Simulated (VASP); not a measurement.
## TlB: relaxation of cell and atoms with PBE

TlB:

```xyz
2
Lattice="-1.8549 1.8549 2.5220 1.8549 -1.8549 2.5220 1.8549 1.8549 -2.5220" Properties=species:S:1:pos:R:3 pbc="T T T"
Tl    0.0000    0.0000    2.5220
B     0.0000    0.0000    0.0000
```

The cell was generated, and may not be a known phase.

| Item | Value |
| --- | --- |
| Program | VASP 6.6.1 |
| Task | relaxation of cell and atoms |
| Functional | PBE |
| Potentials or basis | VASP PAW PBE potentials, release 64 (Tl_d, B) |
| Cutoff | 600 eV |
| k mesh | 20 × 20 × 20 |
| Occupations | gaussian, width 0.1 eV |
| Spin | no spin polarisation |
| Dipole correction | no |
| Further INCAR settings | ALGO = Normal; EDIFF = 1e-07; IBRION = 2; EDIFFG = -0.01; NSW = 100; ISIF = 3 |

```json
{
 "Relaxed volume": "17.38 Å³/atom",
 "Relaxed cell": "a = 3.664 Å, b = 3.664 Å, c = 3.664 Å, α = 120.02°, β = 120.02°, γ = 89.96°",
 "Space group after relaxing (to 0.1 Å)": "Fm-3m (No. 225)",
 "Energy gained by relaxing": "3.4 meV/atom",
 "Ionic steps": "5",
 "Pressure after relaxing": "0.0 GPa",
 "Band gap on the k mesh": "zero (bands 8 and 9 overlap by 5.33 eV)"
}
```

The path:
```tsv
step	energy change (eV)	largest force (eV/Å)	pressure (GPa)	volume (Å³)
1	0.0000	0.0000	0.34	34.71
2	-0.0038	0.0000	-0.11	34.90
3	-0.0056	0.0000	-0.55	35.11
4	-0.0057	0.0000	-0.66	35.16
5	-0.0068	0.0000	0.03	34.77
```

Final structure:
```
Tl B
1.0
    -1.83135    1.83135    2.59156
     1.83135   -1.83135    2.59156
     1.83135    1.83135   -2.59156
Tl B
1 1
Direct
  0.50000 0.50000 0.00000
  0.00000 0.00000 0.00000
```

Levels at points of the mesh, in eV from the Fermi level:
| k point | band 4 | band 5 | band 6 | band 7 | band 8 | band 9 | band 10 | band 11 | band 12 |
| --- | --- | --- | --- | --- | --- | --- | --- | --- | --- |
| (0.00, 0.00, 0.00) | -11.27 | -11.20 | -11.20 | 1.27 | 1.27 | 1.27 | 3.62 | 10.25 | 11.17 |
| (0.50, 0.00, 0.00) | -10.96 | -10.96 | -7.12 | -6.86 | 2.47 | 2.47 | 4.76 | 5.87 | 5.88 |
| (0.50, 0.50, 0.00) | -10.88 | -10.88 | -5.70 | -4.34 | -1.10 | -1.09 | -1.02 | 6.86 | 10.71 |
| (0.50, 0.50, 0.50) | -10.88 | -10.88 | -5.71 | -4.35 | -1.09 | -1.09 | -1.01 | 6.87 | 10.70 |

Run time: 18 min on 1 thread of Intel(R) Xeon(R) Platinum 8259CL CPU @ 2.50GHz (Skylake/Cascade Lake), with other jobs on the host, peak memory 0.49 GiB.

Caveat: spin-orbit coupling is left out, which moves the levels of the heavy elements.
